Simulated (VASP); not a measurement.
# SnSe (CsCl type) (Pm-3m) in VASP: relaxation of cell and atoms with PBE

Aim: the relaxation of cell and atoms of SnSe (CsCl type) with PBE.

All numbers are computed with VASP 6.6.1; they aren't measurements. Logs are shortened: lines on timing, memory, paths and dates and some standing lists are left out, and cuts for length are marked.

## Step 1: The cell of the first run

Symmetry: Pm-3m, No. 221, cubic system. The conventional cell has a = 3.055 Å, b = 3.055 Å, c = 3.055 Å, α = 90.00°, β = 90.00°, γ = 90.00°. Sn (site symmetry m-3m) has 8 Se at 2.65 Å and 6 Sn at 3.05 Å within 3.5 Å. Within 3.5 Å of Se (site symmetry m-3m) lie 8 Sn at 2.65 Å and 6 Se at 3.05 Å.

## Step 2: Relaxation of cell and atoms, PBE

INCAR

```
SYSTEM = SnSe
  ALGO = Normal
  EDIFF = 1E-6
  EDIFFG = -0.005
  ENCUT = 600
  GGA = PE
  IBRION = 2
  ISIF = 3
  ISMEAR = -1
  LASPH = .TRUE.
  LCHARG = .FALSE.
  LREAL = .FALSE.
  LWAVE = .FALSE.
  NELM = 100
  NSW = 60
  PREC = Accurate
  SIGMA = 0.08
```

KPOINTS

```
k-points
0
G
  14 14 14
  0 0 0
```

POSCAR

```
SnSe
1.0
    3.0546685047      0.0000000000      0.0000000000
    0.0000000000      3.0546685047      0.0000000000
    0.0000000000      0.0000000000      3.0546685047
Sn Se
1 1
Direct
    0.0000000000      0.0000000000      0.0000000000
    0.5000000000      0.5000000000      0.5000000000
```

Potentials or basis: VASP PAW PBE potentials, release 64 (Sn_d, Se).

On the command line:

```sh
cat potpaw_PBE.64/Sn_d/POTCAR potpaw_PBE.64/Se/POTCAR > POTCAR
mpirun -np 1 vasp_std > vasp.out
```

OUTCAR:

```text
SYSTEM = SnSe
   EDIFF = 1E-6
   EDIFFG = -0.005
   ENCUT = 600
   GGA = PE
   IBRION = 2
   ISIF = 3
   ISMEAR = -1
   LASPH = .TRUE.
   LREAL = .FALSE.
   NELM = 100
   NSW = 60
   PREC = Accurate

 ion  position               nearest neighbor table
   1  0.000  0.000  0.000-   2 2.65   2 2.65   2 2.65   2 2.65   2 2.65   2 2.65   2 2.65   2 2.65

   2  0.500  0.500  0.500-   1 2.65   1 2.65   1 2.65   1 2.65   1 2.65   1 2.65   1 2.65   1 2.65

  LATTYP: Found a simple cubic cell.
 ALAT       =     3.0546685047

  Lattice vectors:

 A1 = (   3.0546685047,   0.0000000000,   0.0000000000)
 A2 = (   0.0000000000,   3.0546685047,   0.0000000000)
 A3 = (   0.0000000000,   0.0000000000,   3.0546685047)

Analysis of symmetry for initial positions (statically):
=====================================================================
 Subroutine PRICEL returns:
 Original cell was already a primitive cell.

 Routine SETGRP: Setting up the symmetry group for a
 simple cubic supercell.

 Subroutine GETGRP returns: Found 48 space group operations
 (whereof 48 operations were pure point group operations)
 out of a pool of 48 trial point group operations.

The static configuration has the point symmetry O_h .

Analysis of symmetry for dynamics (positions and initial velocities):
=====================================================================
 Subroutine PRICEL returns:
 Original cell was already a primitive cell.

 Routine SETGRP: Setting up the symmetry group for a
 simple cubic supercell.

 Subroutine GETGRP returns: Found 48 space group operations
 (whereof 48 operations were pure point group operations)
 out of a pool of 48 trial point group operations.

The dynamic configuration has the point symmetry O_h .

 Subroutine INISYM returns: Found 48 space group operations
 (whereof 48 operations are pure point group operations),
 and found     1 'primitive' translations

----------------------------------------------------------------------------------------

                                     Primitive cell

  volume of cell :      28.5031

  direct lattice vectors                    reciprocal lattice vectors
     3.054668505  0.000000000  0.000000000     0.327367765  0.000000000  0.000000000
     0.000000000  3.054668505  0.000000000     0.000000000  0.327367765  0.000000000
     0.000000000  0.000000000  3.054668505     0.000000000  0.000000000  0.327367765

  length of vectors
     3.054668505  3.054668505  3.054668505     0.327367765  0.327367765  0.327367765

[... 64 lines left out ...]
   total plane-waves  NPLWV =  13824
   dimension x,y,z NGX =    24 NGY =   24 NGZ =   24
   dimension x,y,z NGXF=    48 NGYF=   48 NGZF=   48
   ions per type =               1   1
   NGX,Y,Z   is equivalent  to a cutoff of  13.06, 13.06, 13.06 a.u.
   NGXF,Y,Z  is equivalent  to a cutoff of  26.12, 26.12, 26.12 a.u.
 SYSTEM =  SnSe
   PREC   = accura    normal or accurate (medium, high low for compatibility)
   ISTART =      0    job   : 0-new  1-cont  2-samecut
   ICHARG =      2    charge: 1-file 2-atom 10-const
   ISPIN  =      1    spin polarized calculation?
   LNONCOLLINEAR =      F non collinear calculations
   LSORBIT =      F    spin-orbit coupling
   LASPH  =      T    aspherical Exc in radial PAW
   ENCUT  =  600.0 eV  44.10 Ry    6.64 a.u.   6.10  6.10  6.10*2*pi/ulx,y,z
   NELM   =    100;   NELMIN=  2; NELMDL= -5     # of ELM steps
   EDIFF  = 0.1E-05   stopping-criterion for ELM
   LREAL  =      F    real-space projection
   EDIFFG = -.5E-02   stopping-criterion for IOM
   NSW    =     60    number of steps for IOM
   IBRION =      2    ionic relax: 0-MD 1-quasi-New 2-CG
   NFREE  =      1    steps in history (QN), initial steepest desc. (CG)
   ISIF   =      3    stress and relaxation
   ISYM   =      2    0-nonsym 1-usesym 2-fastsym
   POTIM  = 0.5000    time-step for ionic-motion
   TEBEG  =    0.0;   TEEND  =   0.0 temperature during run
   PSTRESS=    0.0 pullay stress
   NELECT =      20.0000    total number of electrons
   NUPDOWN=      -1.0000    fix difference up-down
   EMIN   =  10.00;   EMAX   =-10.00  energy-range for DOS
   EFERMI =   0.00;   METHOD = LEGACY
   ISMEAR =    -1;   SIGMA  =   0.08  broadening in eV -4-tet -1-fermi 0-gaus
   EFERMI_NEDOS =   21; number of points for ismear=-14 and -15
   IALGO  =     38    algorithm
   IMIX   =      4    mixing-type and parameters
     AMIX     =   0.40;   BMIX     =  1.00
     AMIX_MAG =   1.60;   BMIX_MAG =  1.00
  volume/ion in A,a.u.               =      14.25        96.17
  Fermi-wavevector in a.u.,A,eV,Ry     =   1.454747  2.749073 28.793850  2.116288
  Thomas-Fermi vector in A             =   2.571862
   LORBIT       =      0    0 simple, 1 ext, 2 COOP (PROOUT), +10 PAW based schemes
   GGA     = PE    functional components
   LHFCALC =     F    Hartree Fock is set to
   AEXX    =    0.0000 exact exchange contribution
   IVDW    =     0    specifies the selected vdW correction
   LEPSILON=     F    determine dielectric tensor
   LRPA    =     F    only Hartree local field effects (RPA)
 conjugate gradient relaxation of ions
 non-spin polarized calculation
  energy-cutoff  :      600.00
  volume of cell :       28.50
 maximum number of plane-waves:       969
   NGX = 13   NGY = 13   NGZ = 13

--------------------------------------- Ionic step        1  -------------------------------------------

 number of electron      20.0000013 magnetization

 Free energy of the ion-electron system (eV)
  ---------------------------------------------------
  ext. energy  EPLUGINS =         0.00000000
  ---------------------------------------------------
  free energy    TOTEN  =        -3.85457053 eV

  energy without entropy =       -3.84613112  energy(sigma->0) =       -3.85035083

 E-fermi :  15.1362     XC(G=0): -13.0155

 val. band max:       15.0461467262   @ k =   0.2857   0.0714   0.0000
 cond. band min:      15.1879443219   @ k =   0.2143   0.0714   0.0714
 fundamental gap:      0.1417975957
 Fermi energy:        15.1362111742
[... 926 lines left out ...]
  FREE ENERGIE OF THE ION-ELECTRON SYSTEM (eV)
  ---------------------------------------------------
  free  energy   TOTEN  =        -7.7188270979 eV

  energy  without entropy=       -7.6979121904  energy(sigma->0) =       -7.70836964

[... ionic steps 4 to 16 ...]

--------------------------------------- Ionic step       17  -------------------------------------------

 number of electron      20.0000031 magnetization

------------------------ aborting loop because EDIFF is reached ----------------------------------------
[... 67 lines left out ...]
--------------------------------------- Ionic step       19  -------------------------------------------

 number of electron      20.0000029 magnetization

 Free energy of the ion-electron system (eV)
  ---------------------------------------------------
  ext. energy  EPLUGINS =         0.00000000
  ---------------------------------------------------
  free energy    TOTEN  =        -7.71884550 eV

  energy without entropy =       -7.69790923  energy(sigma->0) =       -7.70837737

 E-fermi :   6.2130     XC(G=0): -10.1695

 val. band max:        6.1995866306   @ k =   0.3571   0.0714   0.0714
 cond. band min:       6.2253205209   @ k =   0.1429   0.1429   0.1429
 fundamental gap:      0.0257338903
 Fermi energy:         6.2130091656
[... 437 lines left out ...]
  FREE ENERGIE OF THE ION-ELECTRON SYSTEM (eV)
  ---------------------------------------------------
  free  energy   TOTEN  =        -7.7188455047 eV

  energy  without entropy=       -7.6979092297  energy(sigma->0) =       -7.70837737

 reached required accuracy - stopping structural energy minimisation
```

It took 6.1 min on 1 thread of Intel Xeon 8259CL, shared host; peak memory 0.19 GiB.

Results:

```
Free energy                           : -7.7188 eV
Relaxed volume                        : 24.95 Å³/atom
Relaxed cell                          : a = 3.681 Å, b = 3.681 Å, c = 3.681 Å, α = 90.00°, β = 90.00°, γ = 90.00°
Space group after relaxing (to 0.1 Å) : Pm-3m (No. 221)
Energy gained by relaxing             : 1932.1 meV/atom
Ionic steps                           : 19
Pressure after relaxing               : 0.0 GPa
Band gap on the k mesh                : zero (bands 10 and 11 overlap by 1.34 eV)
```

The path:
```
step  energy change (eV)  largest force (eV/Å)  pressure (GPa)  volume (Å³)
   1              0.0000                0.0000           99.22        28.50
   2             -2.4602                0.0000           -8.77        82.62
   3             -3.8643                0.0000           -0.11        49.93
   4             -3.8637                0.0000            0.42        49.43
   5             -3.8638                0.0000            0.45        49.43
   6             -3.8638                0.0000            0.41        49.44
   7             -3.8638                0.0000            0.41        49.44
   8             -3.8638                0.0000            0.41        49.44
   9             -3.8638                0.0000            0.41        49.44
  10             -3.8638                0.0000            0.41        49.44
  11             -3.8638                0.0000            0.42        49.44
  12             -3.8638                0.0000            0.42        49.44
  13             -3.8638                0.0000            0.44        49.44
  14             -3.8638                0.0000            0.38        49.45
  15             -3.8638                0.0000            0.37        49.47
  16             -3.8639                0.0000            0.35        49.49
  17             -3.8640                0.0000            0.28        49.55
  18             -3.8642                0.0000            0.20        49.66
  19             -3.8643                0.0000           -0.01        49.89
```

Final structure:
```
CELL_PARAMETERS angstrom
3.68139 0.00000 0.00000
0.00000 3.68139 0.00000
0.00000 0.00000 3.68139
ATOMIC_POSITIONS crystal
Sn 0.00000 0.00000 0.00000
Se 0.50000 0.50000 0.50000
```

Caveat: the volume moved by over 15 % at a fixed basis, so the end points are rough; spin-orbit coupling is left out, which moves the levels of the heavy elements.

The gap in the log of VASP goes by the Fermi energy; the results here count the filled bands.